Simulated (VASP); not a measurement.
Crystal: TaN.

```
Ta N
1.0
     2.97632    0.00000    0.00000
    -1.48816    2.57757    0.00000
     0.00000    0.00000    2.80778
Ta N
1 1
Direct
  0.33333 0.66667 0.43063
  0.00000 0.00000 0.06937
```

| Property | Result |
| --- | --- |
| Program | VASP 6.6.1 |
| Task | relaxation of cell and atoms |
| Functional | PBE |
| Potentials or basis | VASP PAW PBE potentials, release 64 (Ta_pv, N) |
| Cutoff | 600 eV |
| k mesh | 6 × 6 × 6 |
| Occupations | gaussian, width 0.1 eV |
| Spin | no spin polarisation |

At the start: pressure 38.1 GPa; volume 10.77 Å³/atom.

How do energy, volume and symmetry change on relaxing?

Over 11 steps the energy falls by 644.8 meV/atom and the volume is 10.95 Å³/atom (+1.7 %); space group P3m1 (No. 156, to 0.1 Å) before, P-6m2 (No. 187, to 0.1 Å).

Step by step:
```csv
step,energy change (eV),largest force (eV/Å),pressure (GPa),volume (Å³)
1,0.0000,6.3265,38.05,21.54
2,0.6807,0.1950,-49.47,30.53
3,-0.9413,1.0466,-27.02,24.51
4,-0.9663,1.4205,-22.41,24.11
5,-0.9698,1.6789,-19.24,23.88
6,-1.2158,0.7719,16.16,20.96
7,-1.2872,0.1932,1.27,21.79
8,-1.2871,0.1532,1.81,21.75
9,-1.2886,0.1595,-0.52,21.92
10,-1.2895,0.0436,0.30,21.86
11,-1.2897,0.0141,-0.25,21.90
```

Final structure:
```cif
data_structure
_symmetry_space_group_name_H-M 'P 1'
_symmetry_Int_Tables_number 1
_cell_length_a 2.9532
_cell_length_b 2.9532
_cell_length_c 2.8991
_cell_angle_alpha 90.000
_cell_angle_beta 90.000
_cell_angle_gamma 120.000
_cell_volume 21.90
loop_
_atom_site_label
_atom_site_type_symbol
_atom_site_fract_x
_atom_site_fract_y
_atom_site_fract_z
_atom_site_occupancy
Ta1 Ta 0.33333 0.66667 0.49981 1
N1 N 0.00000 0.00000 0.00019 1
```

Caveat: the k points lie up to 0.41 Å⁻¹ apart in the final cell.
